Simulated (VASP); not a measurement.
# K16SCl15 (a cell with a defect) in VASP: electric field gradients with PBE

Aim: the electric field gradients of K16SCl15 (a cell with a defect) with PBE.

All numbers are computed with VASP 6.6.1; they aren't measurements. Logs are shortened: lines on timing, memory, paths and dates and some standing lists are left out, and cuts for length are marked.

## Step 1: The cell of the first run

The cell holds a defect, 32 atoms: a = 10.279 Å, b = 10.279 Å, c = 10.279 Å, α = 60.00°, β = 60.00°, γ = 60.00°.

## Step 2: Electric field gradients, PBE

The input, INCAR:

```
PREC = Accurate ; ENCUT = 400
EDIFF = 1E-8 ; ISMEAR = -1
SIGMA = 0.01 ; LREAL = False
LASPH = True ; NELM = 120
ALGO = Normal ; ISIF = 2
LWAVE = False ; LCHARG = False
GGA = PE ; LEFG = True
NELECT = 256.0 ; NBANDS = 150
GGA_COMPAT = False
```

The input, KPOINTS:

```
Automatic mesh
0
Gamma
  2 2 2
```

The input, POSCAR:

```
K16SCl15
1.0
    0.0000000000      7.2680000000      7.2680000000
    7.2680000000      0.0000000000      7.2680000000
    7.2680000000      7.2680000000      0.0000000000
K S Cl
16 1 15
Direct
    0.0000000000      0.0000000000      0.0000000000
    0.5000000000      0.0000000000      0.0000000000
    0.0000000000      0.5000000000      0.0000000000
    0.0000000000      0.0000000000      0.5000000000
    0.2500000000      0.2500000000      0.2500000000
    0.5000000000      0.5000000000      0.0000000000
    0.5000000000      0.0000000000      0.5000000000
    0.7500000000      0.2500000000      0.2500000000
    0.0000000000      0.5000000000      0.5000000000
    0.2500000000      0.7500000000      0.2500000000
    0.2500000000      0.2500000000      0.7500000000
    0.5000000000      0.5000000000      0.5000000000
    0.7500000000      0.7500000000      0.2500000000
    0.7500000000      0.2500000000      0.7500000000
    0.2500000000      0.7500000000      0.7500000000
    0.7500000000      0.7500000000      0.7500000000
    0.1250000000      0.1250000000      0.1250000000
    0.6250000000      0.1250000000      0.1250000000
    0.1250000000      0.6250000000      0.1250000000
    0.1250000000      0.1250000000      0.6250000000
    0.3750000000      0.3750000000      0.3750000000
    0.6250000000      0.6250000000      0.1250000000
    0.6250000000      0.1250000000      0.6250000000
    0.8750000000      0.3750000000      0.3750000000
    0.1250000000      0.6250000000      0.6250000000
    0.3750000000      0.8750000000      0.3750000000
    0.3750000000      0.3750000000      0.8750000000
    0.6250000000      0.6250000000      0.6250000000
    0.8750000000      0.8750000000      0.3750000000
    0.8750000000      0.3750000000      0.8750000000
    0.3750000000      0.8750000000      0.8750000000
    0.8750000000      0.8750000000      0.8750000000
```

Potentials or basis: VASP PAW PBE potentials, release 64 (K_sv, S, Cl).

Run with:

```console
cat potpaw_PBE.64/K_sv/POTCAR potpaw_PBE.64/S/POTCAR potpaw_PBE.64/Cl/POTCAR > POTCAR
mpirun -np 1 vasp_std > vasp.out
```

OUTCAR:

```text
PREC = Accurate
   ENCUT = 400
   EDIFF = 1E-8
   ISMEAR = -1
   LREAL = False
   LASPH = True
   NELM = 120
   ISIF = 2
   GGA = PE
   NELECT = 256.0

 ion  position               nearest neighbor table
   1  0.000  0.000  0.000-  17 3.15  18 3.15  19 3.15  20 3.15  29 3.15  30 3.15  31 3.15  32 3.15
                            11 3.63  13 3.63  14 3.63  15 3.63   8 3.63  10 3.63
   2  0.500  0.000  0.000-  17 3.15  18 3.15  22 3.15  23 3.15  26 3.15  27 3.15  31 3.15  32 3.15
                            11 3.63  13 3.63  14 3.63  16 3.63   5 3.63  10 3.63
   3  0.000  0.500  0.000-  17 3.15  19 3.15  22 3.15  24 3.15  25 3.15  27 3.15  30 3.15  32 3.15
                            11 3.63  13 3.63  15 3.63  16 3.63   5 3.63   8 3.63
   4  0.000  0.000  0.500-  17 3.15  20 3.15  23 3.15  24 3.15  25 3.15  26 3.15  29 3.15  32 3.15
                            10 3.63  14 3.63  15 3.63  16 3.63   5 3.63   8 3.63
   5  0.250  0.250  0.250-  17 3.15  18 3.15  19 3.15  20 3.15  21 3.15  24 3.15  26 3.15  27 3.15
                             4 3.63   6 3.63   7 3.63   9 3.63   2 3.63   3 3.63
   6  0.500  0.500  0.000-  18 3.15  19 3.15  21 3.15  22 3.15  27 3.15  28 3.15  30 3.15  31 3.15
                            10 3.63  14 3.63  15 3.63  16 3.63   5 3.63   8 3.63
   7  0.500  0.000  0.500-  18 3.15  20 3.15  21 3.15  23 3.15  26 3.15  28 3.15  29 3.15  31 3.15
                            11 3.63  13 3.63  15 3.63  16 3.63   5 3.63   8 3.63
   8  0.750  0.250  0.250-  17 3.15  18 3.15  21 3.15  22 3.15  23 3.15  24 3.15  29 3.15  30 3.15
                             4 3.63   6 3.63   7 3.63  12 3.63   1 3.63   3 3.63
   9  0.000  0.500  0.500-  19 3.15  20 3.15  21 3.15  24 3.15  25 3.15  28 3.15  29 3.15  30 3.15
[... 43 lines left out ...]
  31  0.375  0.875  0.875-   1 3.15   2 3.15   6 3.15   7 3.15  10 3.15  11 3.15  15 3.15  16 3.15

  32  0.875  0.875  0.875-   1 3.15   2 3.15   3 3.15   4 3.15  13 3.15  14 3.15  15 3.15  16 3.15

  LATTYP: Found a face centered cubic cell.
 ALAT       =    14.5360000000

  Lattice vectors:

 A1 = (   0.0000000000,   7.2680000000,   7.2680000000)
 A2 = (   7.2680000000,   0.0000000000,   7.2680000000)
 A3 = (   7.2680000000,   7.2680000000,   0.0000000000)

Analysis of symmetry for initial positions (statically):
=====================================================================
 Subroutine PRICEL returns:
 Original cell was already a primitive cell.

 Routine SETGRP: Setting up the symmetry group for a
 face centered cubic supercell.

 Subroutine GETGRP returns: Found 48 space group operations
 (whereof  6 operations were pure point group operations)
 out of a pool of 48 trial point group operations.

The static configuration has the point symmetry C_3v.
 The point group associated with its full space group is O_h .

Analysis of symmetry for dynamics (positions and initial velocities):
=====================================================================
 Subroutine PRICEL returns:
 Original cell was already a primitive cell.

 Routine SETGRP: Setting up the symmetry group for a
 face centered cubic supercell.

 Subroutine GETGRP returns: Found 48 space group operations
 (whereof  6 operations were pure point group operations)
 out of a pool of 48 trial point group operations.

The dynamic configuration has the point symmetry C_3v.
 The point group associated with its full space group is O_h .

 Subroutine INISYM returns: Found 48 space group operations
 (whereof  6 operations are pure point group operations),
 and found     1 'primitive' translations

----------------------------------------------------------------------------------------

                                     Primitive cell

  volume of cell :     767.8471

  direct lattice vectors                    reciprocal lattice vectors
     0.000000000  7.268000000  7.268000000    -0.068794717  0.068794717  0.068794717
     7.268000000  0.000000000  7.268000000     0.068794717 -0.068794717  0.068794717
     7.268000000  7.268000000  0.000000000     0.068794717  0.068794717 -0.068794717

  length of vectors
    10.278504171 10.278504171 10.278504171     0.119155944  0.119155944  0.119155944

  position of ions in fractional coordinates (direct lattice)
     0.000000000  0.000000000  0.000000000
     0.500000000  0.000000000  0.000000000
[... 127 lines left out ...]
   NUPDOWN=      -1.0000    fix difference up-down
   EMIN   =  10.00;   EMAX   =-10.00  energy-range for DOS
   EFERMI =   0.00;   METHOD = LEGACY
   ISMEAR =    -1;   SIGMA  =   0.01  broadening in eV -4-tet -1-fermi 0-gaus
   EFERMI_NEDOS =   21; number of points for ismear=-14 and -15
   IALGO  =     38    algorithm
   IMIX   =      4    mixing-type and parameters
     AMIX     =   0.40;   BMIX     =  1.00
     AMIX_MAG =   1.60;   BMIX_MAG =  1.00
  volume/ion in A,a.u.               =      24.00       161.93
  Fermi-wavevector in a.u.,A,eV,Ry     =   1.135176  2.145172 17.532804  1.288625
  Thomas-Fermi vector in A             =   2.271881
   LORBIT       =      0    0 simple, 1 ext, 2 COOP (PROOUT), +10 PAW based schemes
   GGA     = PE    functional components
   LHFCALC =     F    Hartree Fock is set to
   AEXX    =    0.0000 exact exchange contribution
   IVDW    =     0    specifies the selected vdW correction
   LEPSILON=     F    determine dielectric tensor
   LRPA    =     F    only Hartree local field effects (RPA)
 non-spin polarized calculation
  energy-cutoff  :      400.00
  volume of cell :      767.85
 maximum number of plane-waves:     13960
 NGX is ok and might be reduce to    70
   NGX = 33   NGY = 33   NGZ = 33

 number of electron     255.9999985 magnetization

 Free energy of the ion-electron system (eV)
  ---------------------------------------------------
  ext. energy  EPLUGINS =         0.00000000
  ---------------------------------------------------
  free energy    TOTEN  =      -101.79160777 eV

  energy without entropy =     -101.79160777  energy(sigma->0) =     -101.79160777

 E-fermi :   2.9870     XC(G=0):  -8.8541

 val. band max:        2.6357841633   @ k =   0.0000   0.0000   0.0000
 cond. band min:       5.6171584932   @ k =   0.0000   0.0000   0.0000
 fundamental gap:      2.9813743299
 Fermi energy:         2.9869591151

 k-point     1 :       0.0000    0.0000    0.0000
  band No.  band energies     occupation
      1     -27.9947      2.00000
      2     -27.9739      2.00000
      3     -27.9739      2.00000
      4     -27.9739      2.00000
      5     -27.9567      2.00000
      6     -27.9567      2.00000
[... 418 lines left out ...]
    139       7.4091      0.00000
    140       7.4238      0.00000
 [bands above 140 left out]

------------------------ aborting loop because EDIFF is reached ----------------------------------------

  FORCE on cell =-STRESS in cart. coord.  units (eV):
  Direction    XX          YY          ZZ          XY          YZ          ZX
  --------------------------------------------------------------------------------------
  -------------------------------------------------------------------------------------
  Total       28.0974100     28.0974100     28.0974100     -0.0000000      0.0000000     -0.0000000
  in kB       58.6276004     58.6276004     58.6276004     -0.0000000      0.0000000     -0.0000000
  external PRESSURE =      58.6276004 kB  Pullay stress =       0.0000000 kB

 VOLUME and BASIS-vectors are now :
 -----------------------------------------------------------------------------
  energy-cutoff  :      400.00
  volume of cell :      767.85
      direct lattice vectors                 reciprocal lattice vectors
     0.000000000  7.268000000  7.268000000    -0.068794717  0.068794717  0.068794717
     7.268000000  0.000000000  7.268000000     0.068794717 -0.068794717  0.068794717
     7.268000000  7.268000000  0.000000000     0.068794717  0.068794717 -0.068794717

 POSITION                                       TOTAL-FORCE (eV/Angst)
 -----------------------------------------------------------------------------------
      0.00000      0.00000      0.00000         0.211285      0.211285      0.211285
      0.00000      3.63400      3.63400         0.211285     -0.211285     -0.211285
      3.63400      0.00000      3.63400        -0.211285      0.211285     -0.211285
      3.63400      3.63400      0.00000        -0.211285     -0.211285      0.211285
      3.63400      3.63400      3.63400        -0.211285     -0.211285     -0.211285
      3.63400      3.63400      7.26800        -0.004453     -0.004453      0.004453
[... 24 lines left out ...]
     12.71900      9.08500      9.08500        -0.402435     -0.000000     -0.000000
     12.71900     12.71900     12.71900        -0.000000     -0.000000     -0.000000
 -----------------------------------------------------------------------------------
    total drift:                               -0.000000      0.000000     -0.000000

  FREE ENERGIE OF THE ION-ELECTRON SYSTEM (eV)
  ---------------------------------------------------
  free  energy   TOTEN  =      -101.7916077670 eV

  energy  without entropy=     -101.7916077670  energy(sigma->0) =     -101.79160777

 Electric field gradients (V/A^2)
---------------------------------------------------------------------
 ion       V_xx      V_yy      V_zz      V_xy      V_xz      V_yz
---------------------------------------------------------------------
   1      -0.000    -0.000     0.000    -7.587    -7.587    -7.587
   2      -0.000     0.000     0.000     7.587     7.587    -7.587
   3       0.000    -0.000     0.000     7.587    -7.587     7.587
   4       0.000     0.000    -0.000    -7.587     7.587     7.587
   5      -0.000    -0.000     0.000    -7.587    -7.587    -7.587
   6       0.000     0.000    -0.000     0.504    -0.504    -0.504
[... 24 lines left out ...]
  31     -12.626     6.313     6.313    -0.001    -0.001    -0.001
  32      -0.000    -0.000     0.000    -0.001    -0.001    -0.001
---------------------------------------------------------------------

 Electric field gradients after diagonalization (V/A^2)
 (convention: |V_zz| > |V_xx| > |V_yy|)
----------------------------------------------------------------------
 ion       V_xx      V_yy      V_zz     asymmetry (V_yy - V_xx)/ V_zz
----------------------------------------------------------------------
   1       7.587     7.587   -15.173       0.000
   2       7.587     7.587   -15.174       0.000
   3       7.587     7.587   -15.174       0.000
   4       7.587     7.587   -15.174       0.000
   5       7.587     7.587   -15.173       0.000
   6      -0.504    -0.503     1.007       0.001
[... 24 lines left out ...]
  31       6.314     6.312   -12.626       0.000
  32       0.001     0.001    -0.001       0.000
----------------------------------------------------------------------

           NMR quadrupolar parameters

 Cq : quadrupolar parameter    Cq=e*Q*V_zz/h
 eta: asymmetry parameters     (V_yy - V_xx)/ V_zz
 Q  : nuclear electric quadrupole moment in mb (millibarn)
----------------------------------------------------------------------
 ion       Cq(MHz)       eta       Q (mb)
----------------------------------------------------------------------
   1      -0.037       0.000       1.000
   2      -0.037       0.000       1.000
   3      -0.037       0.000       1.000
   4      -0.037       0.000       1.000
   5      -0.037       0.000       1.000
   6       0.002       0.001       1.000
[... 24 lines left out ...]
  31      -0.031       0.000       1.000
  32      -0.000       0.000       1.000
----------------------------------------------------------------------
```

Wall time 23 min (1 thread of Intel Xeon 8259CL, shared host); peak memory 0.78 GiB.

Results:

```
Free energy                             : -101.7916 eV
Largest force                           : 0.402 eV/Å
Largest electric field gradient by atom : K -15.2, +1.0 (each value once); S -0.0; Cl -5.8, +0.0, -12.6 (each value once) V/Å²
```

Forces in eV/Å, atoms in the order of the input:
```
K    0.211  0.211  0.211
K    0.211 -0.211 -0.211
K   -0.211  0.211 -0.211
K   -0.211 -0.211  0.211
K   -0.211 -0.211 -0.211
K   -0.004 -0.004  0.004
K   -0.004  0.004 -0.004
K   -0.211  0.211  0.211
K    0.004 -0.004 -0.004
K    0.211 -0.211  0.211
K    0.211  0.211 -0.211
K    0.004  0.004  0.004
K    0.004  0.004 -0.004
K    0.004 -0.004  0.004
K   -0.004  0.004  0.004
K   -0.004 -0.004 -0.004
S    0.000  0.000  0.000
Cl   0.000  0.000  0.000
Cl   0.000  0.000  0.000
Cl   0.000  0.000  0.000
Cl   0.000  0.000  0.000
Cl   0.000  0.000  0.000
Cl   0.000  0.000  0.000
Cl   0.402  0.000  0.000
Cl   0.000  0.000  0.000
Cl   0.000  0.402  0.000
Cl   0.000  0.000  0.402
Cl   0.000  0.000  0.000
Cl   0.000  0.000 -0.402
Cl   0.000 -0.402  0.000
Cl  -0.402  0.000  0.000
Cl   0.000  0.000  0.000
```

Electric field gradients, principal values (V/Å²):
```tsv
atom	least	middle	greatest (by size)
1 K	7.587	7.587	-15.173
2 K	7.587	7.587	-15.174
3 K	7.587	7.587	-15.174
4 K	7.587	7.587	-15.174
5 K	7.587	7.587	-15.173
6 K	-0.503	-0.504	1.007
7 K	-0.503	-0.504	1.007
8 K	7.587	7.587	-15.174
9 K	-0.503	-0.504	1.007
10 K	7.587	7.587	-15.174
11 K	7.587	7.587	-15.174
12 K	-0.504	-0.504	1.008
13 K	-0.503	-0.504	1.007
14 K	-0.503	-0.504	1.007
15 K	-0.503	-0.504	1.007
16 K	-0.504	-0.504	1.008
17 S	0.000	0.000	-0.001
18 Cl	2.398	3.374	-5.773
19 Cl	2.398	3.374	-5.773
20 Cl	2.398	3.374	-5.773
21 Cl	-0.001	0.001	0.001
22 Cl	2.398	3.373	-5.771
23 Cl	2.398	3.373	-5.771
24 Cl	6.312	6.314	-12.626
25 Cl	2.398	3.373	-5.771
26 Cl	6.312	6.314	-12.626
27 Cl	6.312	6.314	-12.626
28 Cl	-0.001	0.001	0.001
29 Cl	6.312	6.314	-12.626
30 Cl	6.312	6.314	-12.626
31 Cl	6.312	6.314	-12.626
32 Cl	-0.001	0.001	0.001
```

Caveat: the cell carries a net charge on a neutralising background, which shifts energy and pressure; the cell is charged against a uniform background, so pressure and absolute levels hang on convention; without QUAD_EFG the Cq values of the log hold for a quadrupole moment of 1 mb, not for the nuclei.
